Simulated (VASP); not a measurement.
# Ni (Fmmm) in VASP: single point with PBE

Aim: the single point of Ni with PBE.

Program: VASP 6.6.1. These are calculated values, not measurements. Logs are shortened: lines on timing, memory, paths and dates and some standing lists are left out, and cuts for length are marked.

## Step 1: The cell of the first run

It takes space group Fmmm (No. 69, orthorhombic). The conventional cell has a = 2.800 Å, b = 3.941 Å, c = 3.980 Å, α = 90.00°, β = 90.00°, γ = 90.00°. Within 3.2 Å of Ni (site symmetry mmm) lie 14 Ni at 2.42 to 2.80 Å.

This isn't the form of Ni at room conditions, which is fcc.

## Step 2: Single point, PBE, collinear spin, ferromagnetic start (strain +0.0100 x Voigt [0, 0, 0, 0, 1, 0])

Contents of INCAR:

```
SYSTEM = Ni
PREC = Accurate ; ENCUT = 520
EDIFF = 1E-7 ; ISMEAR = 0
SIGMA = 0.15 ; LREAL = .False.
LASPH = .True. ; NELM = 150
ALGO = Normal ; ISIF = 2
LWAVE = .False. ; LCHARG = .False.
ISPIN = 2 ; MAGMOM = 0.64
LORBIT = 11 ; LMAXMIX = 4
GGA = PE ; NBANDS = 15
KPAR = 4
```

Contents of KPOINTS:

```
regular mesh
0
Gamma
  30 30 30
  0 0 0
```

Contents of POSCAR:

```
Ni
1.0
   -1.3932386033      1.4002398023      1.3932386033
    1.4072410013     -1.4002398023      1.4072410013
    1.3932386033      1.4002398023     -1.3932386033
Ni
1
Direct
    0.0000000000      0.0000000000      0.0000000000
```

Potentials or basis: VASP PAW PBE potentials, release 64 (Ni).

On the command line:

```
cat potpaw_PBE.64/Ni/POTCAR > POTCAR
mpirun -np 4 vasp_std > vasp.out
```

OUTCAR:

```text
SYSTEM = Ni
   PREC = Accurate
   ENCUT = 520
   EDIFF = 1E-7
   ISMEAR = 0
   LREAL = .False.
   LASPH = .True.
   NELM = 150
   ISIF = 2
   ISPIN = 2
   LORBIT = 11
   GGA = PE

 ion  position               nearest neighbor table
   1  0.000  0.000  0.000-

  LATTYP: Found a face centered orthorhombic cell.
 ALAT       =     2.8004796046
 B/A-ratio  =     1.4071424946
 C/A-ratio  =     1.4212846302

  Lattice vectors:

 A1 = (  -0.0140023980,   0.0000000000,  -2.8004796046)
 A2 = (  -1.4072410013,   1.4002398023,  -1.4072410013)
 A3 = (   1.3932386033,   1.4002398023,  -1.3932386033)

Analysis of symmetry for initial positions (statically):
=====================================================================
 Subroutine PRICEL returns:
 Original cell was already a primitive cell.

 Routine SETGRP: Setting up the symmetry group for a
 face centered orthorhombic supercell.

 Subroutine GETGRP returns: Found  8 space group operations
 (whereof  8 operations were pure point group operations)
 out of a pool of  8 trial point group operations.

The static configuration has the point symmetry D_2h.

Analysis of symmetry for dynamics (positions and initial velocities):
=====================================================================
 Subroutine PRICEL returns:
 Original cell was already a primitive cell.

 Routine SETGRP: Setting up the symmetry group for a
 face centered orthorhombic supercell.

 Subroutine GETGRP returns: Found  8 space group operations
 (whereof  8 operations were pure point group operations)
 out of a pool of  8 trial point group operations.

The dynamic configuration has the point symmetry D_2h.

Analysis of structural, dynamic, and magnetic symmetry:
=====================================================================
 Subroutine PRICEL returns:
 Original cell was already a primitive cell.

 Routine SETGRP: Setting up the symmetry group for a
 face centered orthorhombic supercell.

 Subroutine GETGRP returns: Found  8 space group operations
 (whereof  8 operations were pure point group operations)
 out of a pool of  8 trial point group operations.

The overall configuration has the point symmetry D_2h.

 Subroutine INISYM returns: Found  8 space group operations
 (whereof  8 operations are pure point group operations),
 and found     1 'primitive' translations

----------------------------------------------------------------------------------------

                                     Primitive cell

  volume of cell :      10.9814

  direct lattice vectors                    reciprocal lattice vectors
    -1.393238603  1.400239802  1.393238603    -0.001785453  0.357081694  0.357090621
     1.407241001 -1.400239802  1.407241001     0.355305168  0.000000000  0.355305168
     1.393238603  1.400239802 -1.393238603     0.357090621  0.357081694 -0.001785453

  length of vectors
     2.417208952  2.433377483  2.417208952     0.504999243  0.502477387  0.504999243

  position of ions in fractional coordinates (direct lattice)
     0.000000000  0.000000000  0.000000000

  ion indices of the primitive-cell ions
   primitive index   ion index
                 1           1

----------------------------------------------------------------------------------------

 KPOINTS: regular mesh

Automatic generation of k-mesh.
 Grid dimensions read from file:
 generate k-points for:   30   30   30

 Generating k-lattice:

  Cartesian coordinates                     Fractional coordinates (reciprocal lattice)
    -0.000059515  0.011902723  0.011903021     0.033333333  0.000000000  0.000000000
     0.011843506  0.000000000  0.011843506     0.000000000  0.033333333  0.000000000
     0.011903021  0.011902723 -0.000059515     0.000000000  0.000000000  0.033333333

  Length of vectors
     0.016833308  0.016749246  0.016833308

  Shift w.r.t. Gamma in fractional coordinates (k-lattice)
     0.000000000  0.000000000  0.000000000

 Subroutine IBZKPT returns following result:
 ===========================================

 Found   3736 irreducible k-points:

 Following reciprocal coordinates:
            Coordinates               Weight
  0.000000  0.000000  0.000000      1.000000
  0.033333 -0.000000 -0.000000      8.000000
  0.066667 -0.000000  0.000000      8.000000
  0.100000 -0.000000 -0.000000      8.000000
  0.133333 -0.000000  0.000000      8.000000
  0.166667 -0.000000 -0.000000      8.000000
[... 16 lines left out ...]
  0.200000  0.033333  0.000000      8.000000
  0.233333  0.033333 -0.000000      8.000000
 [... further k-points ...]
   k-points           NKPTS =   3736   k-points in BZ     NKDIM =   3736   number of bands    NBANDS=     15
   number of dos      NEDOS =    301   number of ions     NIONS =      1
   total plane-waves  NPLWV =   5832
   dimension x,y,z NGX =    18 NGY =   18 NGZ =   18
   dimension x,y,z NGXF=    36 NGYF=   36 NGZF=   36
   ions per type =               1
   NGX,Y,Z   is equivalent  to a cutoff of  12.38, 12.30, 12.38 a.u.
   NGXF,Y,Z  is equivalent  to a cutoff of  24.76, 24.59, 24.76 a.u.
 SYSTEM =  Ni
   PREC   = accura    normal or accurate (medium, high low for compatibility)
   ISTART =      0    job   : 0-new  1-cont  2-samecut
   ICHARG =      2    charge: 1-file 2-atom 10-const
   ISPIN  =      2    spin polarized calculation?
   LNONCOLLINEAR =      F non collinear calculations
   LSORBIT =      F    spin-orbit coupling
   LASPH  =      T    aspherical Exc in radial PAW
   ENCUT  =  520.0 eV  38.22 Ry    6.18 a.u.   4.49  4.52  4.49*2*pi/ulx,y,z
   NELM   =    150;   NELMIN=  2; NELMDL= -5     # of ELM steps
   EDIFF  = 0.1E-06   stopping-criterion for ELM
   LREAL  =      F    real-space projection
   EDIFFG = 0.1E-05   stopping-criterion for IOM
   NSW    =      0    number of steps for IOM
   IBRION =     -1    ionic relax: 0-MD 1-quasi-New 2-CG
   NFREE  =      0    steps in history (QN), initial steepest desc. (CG)
   ISIF   =      2    stress and relaxation
   ISYM   =      2    0-nonsym 1-usesym 2-fastsym
   POTIM  = 0.5000    time-step for ionic-motion
   TEBEG  =    0.0;   TEEND  =   0.0 temperature during run
   PSTRESS=    0.0 pullay stress
   NELECT =      10.0000    total number of electrons
   NUPDOWN=      -1.0000    fix difference up-down
   EMIN   =  10.00;   EMAX   =-10.00  energy-range for DOS
   EFERMI =   0.00;   METHOD = LEGACY
   ISMEAR =     0;   SIGMA  =   0.15  broadening in eV -4-tet -1-fermi 0-gaus
   EFERMI_NEDOS =   21; number of points for ismear=-14 and -15
   IALGO  =     38    algorithm
   IMIX   =      4    mixing-type and parameters
     AMIX     =   0.40;   BMIX     =  1.00
     AMIX_MAG =   1.60;   BMIX_MAG =  1.00
  volume/ion in A,a.u.               =      10.98        74.11
  Fermi-wavevector in a.u.,A,eV,Ry     =   1.586802  2.998621 34.258656  2.517940
  Thomas-Fermi vector in A             =   2.686057
   LORBIT       =     11    0 simple, 1 ext, 2 COOP (PROOUT), +10 PAW based schemes
   GGA     = PE    functional components
   LHFCALC =     F    Hartree Fock is set to
   AEXX    =    0.0000 exact exchange contribution
   IVDW    =     0    specifies the selected vdW correction
   LEPSILON=     F    determine dielectric tensor
   LRPA    =     F    only Hartree local field effects (RPA)
 spin polarized calculation
 Gauss-broadening in eV      SIGMA  =   0.15
  energy-cutoff  :      520.00
  volume of cell :       10.98
 maximum number of plane-waves:       321
 NGX is ok and might be reduce to    18
   NGX =  9   NGY =  9   NGZ =  9

 number of electron      10.0000000 magnetization       0.6400000

 number of electron       9.9999985 magnetization       0.5513087

 Free energy of the ion-electron system (eV)
  ---------------------------------------------------
  ext. energy  EPLUGINS =         0.00000000
  ---------------------------------------------------
  free energy    TOTEN  =        -5.38442185 eV

  energy without entropy =       -5.36637532  energy(sigma->0) =       -5.37539858

 E-fermi :   9.1191     XC(G=0): -13.1955

 val. band max:        9.1189499687   @ k =  -0.3667   0.1000   0.3333
 cond. band min:       9.1191764903   @ k =  -0.4000   0.0333   0.1667
 fundamental gap:      0.0002265216
 Fermi energy:         9.1190624016

 spin component 1

 k-point     1 :       0.0000    0.0000    0.0000
  band No.  band energies     occupation
      1       0.2969      1.00000
      2       6.8154      1.00000
      3       6.8542      1.00000
      4       6.8947      1.00000
      5       8.2508      1.00000
      6       8.2518      1.00000
      7      35.3288      0.00000
      8      35.4821      0.00000
      9      35.6230      0.00000
     10      40.2736      0.00000
     11      40.3163      0.00000
     12      41.0029      0.00000
     13      41.2092      0.00000
     14      41.4313      0.00000
[... 401 lines left out ...]
      2       6.3925      1.00000
      3       6.7515      1.00000
      4       7.8966      1.00000
      5       8.0231      1.00000
      6       8.3168      1.00000
      7      24.7431      0.00000
      8      30.5264      0.00000
      9      32.5154      0.00000
     10      34.1905      0.00000
     11      37.0637      0.00000
     12      40.5576      0.00000
     13      44.4683      0.00000
     14      48.4512      0.00000
     15      52.0640      0.00000

 [... further k-points ...]

 Fermi energy:         9.1190624016

 spin component 2

 k-point     1 :       0.0000    0.0000    0.0000
  band No.  band energies     occupation
      1       0.2822      1.00000
      2       7.4828      1.00000
      3       7.5230      1.00000
      4       7.5653      1.00000
      5       8.7341      0.99986
      6       8.7349      0.99985
      7      35.2261      0.00000
      8      35.3796      0.00000
      9      35.5213      0.00000
     10      40.2042      0.00000
     11      40.2416      0.00000
     12      41.1842      0.00000
     13      41.3900      0.00000
     14      41.6113      0.00000
[... 401 lines left out ...]
      2       7.0282      1.00000
      3       7.3048      1.00000
      4       8.5412      1.00000
      5       8.6051      1.00000
      6       8.8056      0.99844
      7      24.8527      0.00000
      8      30.5107      0.00000
      9      32.6349      0.00000
     10      34.2343      0.00000
     11      37.1402      0.00000
     12      40.5616      0.00000
     13      44.4934      0.00000
     14      48.4855      0.00000
     15      52.1626      0.00000

 [... further k-points ...]

------------------------ aborting loop because EDIFF is reached ----------------------------------------

  FORCE on cell =-STRESS in cart. coord.  units (eV):
  Direction    XX          YY          ZZ          XY          YZ          ZX
  --------------------------------------------------------------------------------------
  -------------------------------------------------------------------------------------
  Total        0.0043707      0.0055793      0.0043707     -0.0000000      0.0000000     -0.1032821
  in kB        0.6376875      0.8140239      0.6376875     -0.0000000      0.0000000    -15.0688271
  external PRESSURE =       0.6964663 kB  Pullay stress =       0.0000000 kB

 VOLUME and BASIS-vectors are now :
 -----------------------------------------------------------------------------
  energy-cutoff  :      520.00
  volume of cell :       10.98
      direct lattice vectors                 reciprocal lattice vectors
    -1.393238603  1.400239802  1.393238603    -0.001785453  0.357081694  0.357090621
     1.407241001 -1.400239802  1.407241001     0.355305168  0.000000000  0.355305168
     1.393238603  1.400239802 -1.393238603     0.357090621  0.357081694 -0.001785453

 POSITION                                       TOTAL-FORCE (eV/Angst)
 -----------------------------------------------------------------------------------
      0.00000      0.00000      0.00000        -0.000000      0.000000      0.000000
 -----------------------------------------------------------------------------------
    total drift:                                0.000000      0.000000      0.000000

  FREE ENERGIE OF THE ION-ELECTRON SYSTEM (eV)
  ---------------------------------------------------
  free  energy   TOTEN  =        -5.3844218470 eV

  energy  without entropy=       -5.3663753209  energy(sigma->0) =       -5.37539858

 total charge

# of ion       s       p       d       tot
------------------------------------------
    1        0.488   0.481   8.330   9.298

 magnetization (x)

# of ion       s       p       d       tot
------------------------------------------
    1       -0.004  -0.017   0.581   0.560
```

Wall time 7.2 min (4 MPI ranks of Intel Xeon Platinum 8259CL at 2.50GHz (Skylake/Cascade Lake), shared host); peak memory 0.91 GiB.

Results:

```yaml
Free_energy: -5.3844 eV
Pressure: 0.1 GPa
Net_moment: 0.55 μB per cell
Site_moments: Ni +0.56 μB
Valence_electrons_inside_the_program's_atomic_spheres: Ni 9.30
```

Caveat: the cell differs from its parent crystal (strain +0.0100 x Voigt [0, 0, 0, 0, 1, 0]).
